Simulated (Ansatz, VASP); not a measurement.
**Two plane-wave programs on Os**

```xyz
2
Lattice="2.8708 0.0000 0.0000 -1.4354 2.4862 0.0000 0.0000 0.0000 4.2117" Properties=species:S:1:pos:R:3 pbc="T T T"
Os    0.0000    1.6575    1.0529
Os    1.4354    0.8287    3.1588
```

Change from the starting cell: strain +0.050 along x and y, -0.025 along z, atoms carried along.

Alike in both runs: task single point; functional PBEsol; k mesh 18 × 18 × 12; occupations gaussian, width 0.15 eV; no spin polarisation.

|  | VASP | Ansatz |
| --- | --- | --- |
| version | VASP 6.6.1 | Ansatz 0.2.0 |
| potentials or method | VASP PAW PBE potentials, release 64 (Os), cutoff 520 eV | scalar-relativistic, plane waves, PAW |
| valence electrons in the cell | 16 | 32 |

```csv
,VASP,Ansatz,Ansatz less VASP
gap on the k mesh at the Fermi level (eV),none,none,-
pressure (GPa),-25.1,-24.9,+0.20
"traceless stress, the component that is largest in VASP (GPa)",19.64,19.89,+0.244
```

VASP's potentials were made for PBE, not for PBEsol. A gap of «none» marks a metal or a gap that the smearing closes. The functional is the same, so the differences come from potentials, cutoffs and numerics. VASP's potentials hold 16 valence electrons a cell and Ansatz's 32, so a difference there can come from the potentials and not from the codes.

Spin-orbit coupling is off throughout.
